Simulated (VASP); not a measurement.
MgS:

```
CELL_PARAMETERS angstrom
0.00000 2.60152 2.60152
2.60152 0.00000 2.60152
2.60152 2.60152 0.00000
ATOMIC_POSITIONS crystal
Mg 0.00000 0.00000 0.00000
S 0.50000 0.50000 0.50000
```

Base run:

- Program: VASP 6.6.1
- Functional: r2SCAN
- Potentials or basis: VASP PAW PBE potentials, release 64 (Mg, S)
- Cutoff: 520 eV
- k mesh: 8 × 8 × 8
- Occupations: gaussian, width 0.01 eV
- Spin: no spin polarisation

Its results: band gap on the k mesh 3.43 eV, indirect (least direct gap 4.62 eV); pressure -0.5 GPa.

Problem. After a change of settings the same cell gave: band gap on the k mesh 2.56 eV, indirect (least direct gap 3.49 eV); pressure -3.8 GPa. Which change was it?
A. functional from r2SCAN to PBE; occupations from gaussian, width 0.01 eV to fermi-dirac, width 0.02 eV
B. functional from r2SCAN to LDA; potentials or basis from VASP PAW PBE potentials, release 64 (Mg, S) to VASP PAW LDA potentials, release 64 (Mg, S)
C. functional from r2SCAN to PBE; k mesh from 8 × 8 × 8 to 6 × 6 × 6

Solution. B.

Caveats: the PAW data sets were made with another functional, which shifts forces and pressure a little (some runs).
